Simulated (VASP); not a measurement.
# Tl (P6_3/mmc) in VASP: further runs

Tl is run at these levels: PBEsol; tasks: single point.

Program: VASP 6.6.1. These are calculated values, not measurements. Logs are shortened: lines on timing, memory, paths and dates and some standing lists are left out, and cuts for length are marked.

## Step 1: The cell of the first run

The structure is hexagonal, space group P6_3/mmc (No. 194). The conventional cell has a = 3.433 Å, b = 3.433 Å, c = 11.142 Å, α = 90.00°, β = 90.00°, γ = 120.00°. Within 4.5 Å of Tl (site symmetry -3m) lie 12 Tl at 3.42 to 3.43 Å. Within 4.5 Å of Tl (site symmetry -6m2) lie 12 Tl at 3.42 to 3.43 Å.

## Step 2: Single point, PBEsol

INCAR

```
PREC     = Accurate       # precision mode
ENCUT    = 520            # plane-wave cutoff, eV
EDIFF    = 1E-7           # SCF threshold, eV
ISMEAR   = -1             # smearing method
SIGMA    = 0.1            # smearing width, eV
LREAL    = F              # projectors in reciprocal space
LASPH    = T              # aspherical terms in the spheres
NELM     = 80             # most SCF steps
ALGO     = Normal         # electronic algorithm
ISIF     = 2              # what is computed and relaxed
LWAVE    = F              # write WAVECAR
LCHARG   = T              # write CHGCAR
GGA      = PS             # functional
LELF     = T              # ELF
LVHAR    = T            
NBANDS   = 34             # bands
```

KPOINTS

```
regular mesh
0
Gamma
  11 11 3
```

POSCAR

```
Tl
1.0
    3.4329046436      0.0000000000      0.0000000000
   -1.7164523218      2.9729826302      0.0000000000
    0.0000000000      0.0000000000     11.1424582974
Tl
4
Direct
    1.0000000000      1.0000000000      1.0000000000
    1.0000000000      1.0000000000      0.5000000000
    0.3333333333      0.6666666667      0.2500000000
    0.6666666667      0.3333333333      0.7500000000
```

Potentials or basis: VASP PAW PBE potentials, release 64 (Tl_d).

Run with:

```bash
$ cat potpaw_PBE.64/Tl_d/POTCAR > POTCAR
$ mpirun -np 1 vasp_std > vasp.out
```

OUTCAR:

```text
PREC = Accurate
   ENCUT = 520
   EDIFF = 1E-7
   ISMEAR = -1
   LREAL = F
   LASPH = T
   NELM = 80
   ISIF = 2
   GGA = PS

 ion  position               nearest neighbor table
   1  0.000  0.000  0.000-   3 3.42   4 3.42   4 3.42   3 3.42   4 3.42   3 3.42
   2  0.000  0.000  0.500-   3 3.42   4 3.42   4 3.42   3 3.42   4 3.42   3 3.42
   3  0.333  0.667  0.250-   1 3.42   2 3.42   1 3.42   2 3.42   1 3.42   2 3.42
   4  0.667  0.333  0.750-   1 3.42   2 3.42   1 3.42   2 3.42   1 3.42   2 3.42

  LATTYP: Found a hexagonal cell.
 ALAT       =     3.4329046436
 C/A-ratio  =     3.2457814749

  Lattice vectors:

 A1 = (   3.4329046436,   0.0000000000,   0.0000000000)
 A2 = (  -1.7164523218,   2.9729826302,   0.0000000000)
 A3 = (   0.0000000000,   0.0000000000,  11.1424582974)

Analysis of symmetry for initial positions (statically):
=====================================================================
 Subroutine PRICEL returns:
 Original cell was already a primitive cell.

 Routine SETGRP: Setting up the symmetry group for a
 hexagonal supercell.

 Subroutine GETGRP returns: Found 24 space group operations
 (whereof 12 operations were pure point group operations)
 out of a pool of 24 trial point group operations.

The static configuration has the point symmetry D_3d.
 The point group associated with its full space group is D_6h.

Analysis of symmetry for dynamics (positions and initial velocities):
=====================================================================
 Subroutine PRICEL returns:
 Original cell was already a primitive cell.

 Routine SETGRP: Setting up the symmetry group for a
 hexagonal supercell.

 Subroutine GETGRP returns: Found 24 space group operations
 (whereof 12 operations were pure point group operations)
 out of a pool of 24 trial point group operations.

The dynamic configuration has the point symmetry D_3d.
 The point group associated with its full space group is D_6h.

 Subroutine INISYM returns: Found 24 space group operations
 (whereof 12 operations are pure point group operations),
 and found     1 'primitive' translations

----------------------------------------------------------------------------------------

                                     Primitive cell

  volume of cell :     113.7195

  direct lattice vectors                    reciprocal lattice vectors
     3.432904644  0.000000000  0.000000000     0.291298508  0.168181272  0.000000000
    -1.716452322  2.972982630  0.000000000     0.000000000  0.336362544  0.000000000
     0.000000000  0.000000000 11.142458297     0.000000000  0.000000000  0.089746802

  length of vectors
     3.432904644  3.432904644 11.142458297     0.336362544  0.336362544  0.089746802

  position of ions in fractional coordinates (direct lattice)
     0.000000000  0.000000000  0.000000000
     0.000000000  0.000000000  0.500000000
     0.333333333  0.666666667  0.250000000
     0.666666667  0.333333333  0.750000000

  ion indices of the primitive-cell ions
   primitive index   ion index
                 1           1
                 2           2
                 3           3
                 4           4

----------------------------------------------------------------------------------------

 KPOINTS: regular mesh

Automatic generation of k-mesh.
 Grid dimensions read from file:
 generate k-points for:   11   11    3

 Generating k-lattice:

  Cartesian coordinates                     Fractional coordinates (reciprocal lattice)
     0.026481683  0.015289207  0.000000000     0.090909091  0.000000000  0.000000000
     0.000000000  0.030578413  0.000000000     0.000000000  0.090909091  0.000000000
     0.000000000  0.000000000  0.029915601     0.000000000  0.000000000  0.333333333

  Length of vectors
     0.030578413  0.030578413  0.029915601

  Shift w.r.t. Gamma in fractional coordinates (k-lattice)
     0.000000000  0.000000000  0.000000000

 Subroutine IBZKPT returns following result:
 ===========================================

 Found     32 irreducible k-points:

 Following reciprocal coordinates:
            Coordinates               Weight
  0.000000  0.000000  0.000000      1.000000
  0.090909  0.000000  0.000000      6.000000
  0.181818  0.000000  0.000000      6.000000
  0.272727  0.000000  0.000000      6.000000
  0.363636  0.000000  0.000000      6.000000
  0.454545  0.000000  0.000000      6.000000
[... 16 lines left out ...]
  0.090909  0.090909  0.333333     12.000000
  0.181818  0.090909  0.333333     24.000000
 [... further k-points ...]
   k-points           NKPTS =     32   k-points in BZ     NKDIM =     32   number of bands    NBANDS=     34
   number of dos      NEDOS =    301   number of ions     NIONS =      4
   total plane-waves  NPLWV =  65856
   dimension x,y,z NGX =    28 NGY =   28 NGZ =   84
   dimension x,y,z NGXF=    56 NGYF=   56 NGZF=  168
   ions per type =               4
   NGX,Y,Z   is equivalent  to a cutoff of  13.56, 13.56, 12.53 a.u.
   NGXF,Y,Z  is equivalent  to a cutoff of  27.12, 27.12, 25.07 a.u.
 SYSTEM =  unknown system
   PREC   = accura    normal or accurate (medium, high low for compatibility)
   ISTART =      0    job   : 0-new  1-cont  2-samecut
   ICHARG =      2    charge: 1-file 2-atom 10-const
   ISPIN  =      1    spin polarized calculation?
   LNONCOLLINEAR =      F non collinear calculations
   LSORBIT =      F    spin-orbit coupling
   LASPH  =      T    aspherical Exc in radial PAW
   ENCUT  =  520.0 eV  38.22 Ry    6.18 a.u.   6.38  6.38 20.72*2*pi/ulx,y,z
   NELM   =     80;   NELMIN=  2; NELMDL= -5     # of ELM steps
   EDIFF  = 0.1E-06   stopping-criterion for ELM
   LREAL  =      F    real-space projection
   EDIFFG = 0.1E-05   stopping-criterion for IOM
   NSW    =      0    number of steps for IOM
   IBRION =     -1    ionic relax: 0-MD 1-quasi-New 2-CG
   NFREE  =      0    steps in history (QN), initial steepest desc. (CG)
   ISIF   =      2    stress and relaxation
   ISYM   =      2    0-nonsym 1-usesym 2-fastsym
   POTIM  = 0.5000    time-step for ionic-motion
   TEBEG  =    0.0;   TEEND  =   0.0 temperature during run
   PSTRESS=    0.0 pullay stress
   NELECT =      52.0000    total number of electrons
   NUPDOWN=      -1.0000    fix difference up-down
   EMIN   =  10.00;   EMAX   =-10.00  energy-range for DOS
   EFERMI =   0.00;   METHOD = LEGACY
   ISMEAR =    -1;   SIGMA  =   0.10  broadening in eV -4-tet -1-fermi 0-gaus
   EFERMI_NEDOS =   21; number of points for ismear=-14 and -15
   IALGO  =     38    algorithm
   IMIX   =      4    mixing-type and parameters
     AMIX     =   0.40;   BMIX     =  1.00
     AMIX_MAG =   1.60;   BMIX_MAG =  1.00
  volume/ion in A,a.u.               =      28.43       191.85
  Fermi-wavevector in a.u.,A,eV,Ry     =   1.261240  2.383397 21.643129  1.590725
  Thomas-Fermi vector in A             =   2.394709
   LORBIT       =      0    0 simple, 1 ext, 2 COOP (PROOUT), +10 PAW based schemes
   GGA     = PS    functional components
   LHFCALC =     F    Hartree Fock is set to
   AEXX    =    0.0000 exact exchange contribution
   IVDW    =     0    specifies the selected vdW correction
   LEPSILON=     F    determine dielectric tensor
   LRPA    =     F    only Hartree local field effects (RPA)
 non-spin polarized calculation
  energy-cutoff  :      520.00
  volume of cell :      113.72
 maximum number of plane-waves:      3085
 NGX is ok and might be reduce to    28
   NGX = 13   NGY = 13   NGZ = 41

 number of electron      52.0000008 magnetization

 Free energy of the ion-electron system (eV)
  ---------------------------------------------------
  ext. energy  EPLUGINS =         0.00000000
  ---------------------------------------------------
  free energy    TOTEN  =       -10.52698867 eV

  energy without entropy =      -10.46363028  energy(sigma->0) =      -10.49530947

 E-fermi :   6.3912     XC(G=0): -10.3968

 val. band max:        6.3779881461   @ k =   0.2727   0.2727   0.0000
 cond. band min:       6.4284445302   @ k =   0.3636   0.2727   0.3333
 fundamental gap:      0.0504563841
 Fermi energy:         6.3912398727

 k-point     1 :       0.0000    0.0000    0.0000
  band No.  band energies     occupation
      1      -5.3222      2.00000
      2      -5.1964      2.00000
      3      -5.1798      2.00000
      4      -5.1102      2.00000
      5      -5.1102      2.00000
      6      -5.0961      2.00000
[... 26 lines left out ...]
     33      15.6163      0.00000
     34      16.7171      0.00000

 k-point     2 :       0.0909    0.0000    0.0000
  band No.  band energies     occupation
      1      -5.2900      2.00000
      2      -5.1766      2.00000
      3      -5.1761      2.00000
      4      -5.1166      2.00000
      5      -5.1016      2.00000
      6      -5.0915      2.00000
[... 26 lines left out ...]
     33      15.1546      0.00000
     34      15.5589      0.00000

 k-point     3 :       0.1818    0.0000    0.0000
  band No.  band energies     occupation
      1      -5.2694      2.00000
      2      -5.1954      2.00000
      3      -5.1900      2.00000
      4      -5.1076      2.00000
      5      -5.1045      2.00000
      6      -5.0800      2.00000
[... 26 lines left out ...]
     33      14.1928      0.00000
     34      14.2125      0.00000

 k-point     4 :       0.2727    0.0000    0.0000
  band No.  band energies     occupation
      1      -5.3342      2.00000
      2      -5.2460      2.00000
      3      -5.2401      2.00000
      4      -5.1872      2.00000
      5      -5.1623      2.00000
      6      -5.0540      2.00000
[... 26 lines left out ...]
     33      13.2470      0.00000
     34      13.2670      0.00000

 k-point     5 :       0.3636    0.0000    0.0000
  band No.  band energies     occupation
      1      -5.4044      2.00000
      2      -5.3057      2.00000
      3      -5.3007      2.00000
      4      -5.2741      2.00000
      5      -5.2314      2.00000
      6      -5.1091      2.00000
[... 621 lines left out ...]
 k-point    22 :       0.4545    0.0000    0.3333
  band No.  band energies     occupation
      1      -5.4245      2.00000
      2      -5.3695      2.00000
      3      -5.3232      2.00000
      4      -5.2984      2.00000
      5      -5.2432      2.00000
      6      -5.2156      2.00000
[... 26 lines left out ...]
     33      11.5875      0.00000
     34      12.6283      0.00000

 k-point    23 :       0.0909    0.0909    0.3333
  band No.  band energies     occupation
      1      -5.2316      2.00000
      2      -5.2048      2.00000
      3      -5.1615      2.00000
      4      -5.1545      2.00000
      5      -5.0972      2.00000
      6      -5.0683      2.00000
[... 26 lines left out ...]
     33      14.3000      0.00000
     34      14.6913      0.00000

 k-point    24 :       0.1818    0.0909    0.3333
  band No.  band energies     occupation
      1      -5.2556      2.00000
      2      -5.2304      2.00000
      3      -5.1796      2.00000
      4      -5.1505      2.00000
      5      -5.1047      2.00000
      6      -5.0652      2.00000
[... 26 lines left out ...]
     33      12.9845      0.00000
     34      13.7490      0.00000

 [... further k-points ...]
[... 5 lines left out ...]
  --------------------------------------------------------------------------------------
  -------------------------------------------------------------------------------------
  Total       -0.0385223     -0.0385223     -0.0812825      0.0000000      0.0000000      0.0000000
  in kB       -0.5427355     -0.5427355     -1.1451766      0.0000000      0.0000000      0.0000000
  external PRESSURE =      -0.7435492 kB  Pullay stress =       0.0000000 kB

 VOLUME and BASIS-vectors are now :
 -----------------------------------------------------------------------------
  energy-cutoff  :      520.00
  volume of cell :      113.72
      direct lattice vectors                 reciprocal lattice vectors
     3.432904644  0.000000000  0.000000000     0.291298508  0.168181272  0.000000000
    -1.716452322  2.972982630  0.000000000     0.000000000  0.336362544  0.000000000
     0.000000000  0.000000000 11.142458297     0.000000000  0.000000000  0.089746802

 POSITION                                       TOTAL-FORCE (eV/Angst)
 -----------------------------------------------------------------------------------
      0.00000      0.00000      0.00000        -0.000000      0.000000      0.000000
      0.00000      0.00000      5.57123        -0.000000      0.000000      0.000000
     -0.00000      1.98199      2.78561         0.000000      0.000000     -0.000000
      1.71645      0.99099      8.35684         0.000000     -0.000000     -0.000000
 -----------------------------------------------------------------------------------
    total drift:                                0.000000     -0.000000      0.000000

  FREE ENERGIE OF THE ION-ELECTRON SYSTEM (eV)
  ---------------------------------------------------
  free  energy   TOTEN  =       -10.5269886657 eV

  energy  without entropy=      -10.4636302809  energy(sigma->0) =      -10.49530947
```

It took 2.2 min on 1 thread of AMD EPYC 9R45 (Zen 5), shared host; peak memory 0.24 GiB.

What came out:

* Free energy: -10.5270 eV
* Pressure: -0.1 GPa
* Band gap on the k mesh: zero (band 26 reaches 9.78 eV, above the bottom of band 27 at 5.33 eV)

Levels at points of the mesh, in eV from the Fermi level:
```
           k point  band 23  band 24  band 25  band 26  band 27  band 28
(0.00, 0.00, 0.00)    -8.63    -5.21    -2.89     3.19     3.20     8.23
```

Caveat: the PAW data sets were made with another functional, which shifts forces and pressure a little; spin-orbit coupling is left out, which moves the levels of the heavy elements.

## Step 3: Single point, PBEsol (volume scaled by 0.88)

Edit INCAR of step 2 so:

```diff
@@ -7,3 +7,3 @@
 LASPH    = T              # aspherical terms in the spheres
-NELM     = 80             # most SCF steps
+NELM     = 100            # most SCF steps
 ALGO     = Normal         # electronic algorithm
```

KPOINTS

```
regular mesh
0
Gamma
  12 12 4
```

POSCAR

```
Tl
1.0
    3.2896974954      0.0000000000      0.0000000000
   -1.6448487477      2.8489616018      0.0000000000
    0.0000000000      0.0000000000     10.6776391885
Tl
4
Direct
    1.0000000000      1.0000000000      1.0000000000
    1.0000000000      1.0000000000      0.5000000000
    0.3333333333      0.6666666667      0.2500000000
    0.6666666667      0.3333333333      0.7500000000
```

Potentials or basis: VASP PAW PBE potentials, release 64 (Tl_d).

Run with:

```bash
$ cat potpaw_PBE.64/Tl_d/POTCAR > POTCAR
$ mpirun -np 1 vasp_std > vasp.out
```

Run time: 2.4 min. Hardware: 1 thread of AMD EPYC 9R45 (Zen 5), shared host; peak memory 0.25 GiB.

It converged, with:

| Item | Value |
| --- | --- |
| Free energy | -10.2454 eV |
| Pressure | 6.6 GPa |
| Band gap on the k mesh | zero (band 26 reaches 11.71 eV, above the bottom of band 27 at 6.54 eV) |

Stress tensor (GPa, compression positive):
```
6.50 0.00 0.00
0.00 6.50 0.00
0.00 0.00 6.68
```

Levels at points of the mesh, in eV from the Fermi level:
```
           k point  band 24  band 25  band 26  band 27  band 28  band 29
(0.00, 0.00, 0.00)    -5.17    -3.50     3.59     3.60     9.09     9.09
(0.50, 0.00, 0.00)    -3.86    -3.23    -2.89    -0.20     0.17     1.95
(0.00, 0.00, 0.50)    -7.34    -0.61    -0.61     8.23     8.23     9.41
(0.50, 0.00, 0.50)    -4.65    -1.92    -1.92    -1.33    -1.33     3.84
```

Caveat: the PAW data sets were made with another functional, which shifts forces and pressure a little; spin-orbit coupling is left out, which moves the levels of the heavy elements.

## Step 4: Single point, PBEsol (volume scaled by 0.92)

INCAR

```
ALGO = Normal
EDIFF = 1E-6
ENCUT = 520
GGA = PS
ISIF = 2
ISMEAR = -1
LASPH = T
LCHARG = F
LREAL = F
LWAVE = F
NBANDS = 34
NELM = 80
PREC = Accurate
SIGMA = 0.1
```

KPOINTS

```
k-points
0
Gamma
  12 12 4
```

POSCAR

```
Tl
1.0
    3.3388046979      0.0000000000      0.0000000000
   -1.6694023489      2.8914896866      0.0000000000
    0.0000000000      0.0000000000     10.8370304366
Tl
4
Direct
    1.0000000000      1.0000000000      1.0000000000
    1.0000000000      1.0000000000      0.5000000000
    0.3333333333      0.6666666667      0.2500000000
    0.6666666667      0.3333333333      0.7500000000
```

Run with:

```bash
$ cat potpaw_PBE.64/Tl_d/POTCAR > POTCAR
$ mpirun -np 1 vasp_std > vasp.out
```

It took 3.4 min on 1 thread of AMD EPYC 9R45 (Zen 5), shared host; peak memory 0.28 GiB.

It converged, with:

```
Free energy            : -10.3931 eV
Pressure               : 3.8 GPa
Band gap on the k mesh : zero (band 26 reaches 11.00 eV, above the bottom of band 27 at 6.08 eV)
```

Stress tensor (GPa, compression positive):
```
3.72 0.00 0.00
0.00 3.72 0.00
0.00 0.00 3.84
```

Levels at points of the mesh, in eV from the Fermi level:
```
           k point  band 24  band 25  band 26  band 27  band 28  band 29
(0.00, 0.00, 0.00)    -5.19    -3.28     3.44     3.45     8.78     8.78
(0.50, 0.00, 0.00)    -3.89    -3.03    -2.70    -0.23     0.16     1.93
(0.00, 0.00, 0.50)    -7.17    -0.60    -0.60     7.95     7.95     9.08
(0.50, 0.00, 0.50)    -4.58    -1.87    -1.87    -1.26    -1.26     3.73
```

Caveat: the PAW data sets were made with another functional, which shifts forces and pressure a little; spin-orbit coupling is left out, which moves the levels of the heavy elements.

## Step 5: Single point, PBEsol (volume scaled by 0.96)

INCAR

```
SYSTEM = Tl
PREC = Accurate
ENCUT = 520
EDIFF = 1E-6
ISMEAR = -1
SIGMA = 0.1
LREAL = .False.
LASPH = .True.
NELM = 80
ALGO = Normal
ISIF = 2
LWAVE = .False.
LCHARG = .False.
GGA = PS
NBANDS = 34
```

KPOINTS

```
regular mesh
0
Gamma
  12 12 4
  0 0 0
```

POSCAR

```
Tl
1.0
    3.3865083529      0.0000000000      0.0000000000
   -1.6932541764      2.9328022637      0.0000000000
    0.0000000000      0.0000000000     10.9918660763
Tl
4
Direct
    1.0000000000      1.0000000000      1.0000000000
    1.0000000000      1.0000000000      0.5000000000
    0.3333333333      0.6666666667      0.2500000000
    0.6666666667      0.3333333333      0.7500000000
```

Run with:

```bash
$ cat potpaw_PBE.64/Tl_d/POTCAR > POTCAR
$ mpirun -np 1 vasp_std > vasp.out
```

It took 3.2 min on 1 thread of AMD EPYC 9R45 (Zen 5), shared host; peak memory 0.29 GiB.

The run converged. Its results:

```yaml
Free_energy: -10.4708 eV
Pressure: 1.6 GPa
Band_gap_on_the_k_mesh: zero (band 26 reaches 10.36 eV, above the bottom of band 27 at 5.67 eV)
```

Levels at points of the mesh, in eV from the Fermi level:
```csv
k point,band 23,band 24,band 25,band 26,band 27,band 28,band 29,band 30
"(0.00, 0.00, 0.00)",-8.87,-5.21,-3.09,3.30,3.31,8.49,8.49,9.49
"(0.50, 0.00, 0.00)",-4.61,-3.93,-2.86,-2.53,-0.27,0.15,1.90,2.98
"(0.00, 0.00, 0.50)",-7.02,-7.02,-0.59,-0.59,7.68,7.68,8.78,8.78
"(0.50, 0.00, 0.50)",-4.54,-4.54,-1.82,-1.82,-1.19,-1.19,3.63,3.63
```

Caveat: the PAW data sets were made with another functional, which shifts forces and pressure a little; spin-orbit coupling is left out, which moves the levels of the heavy elements.

(Continued in part 2 of 2.)
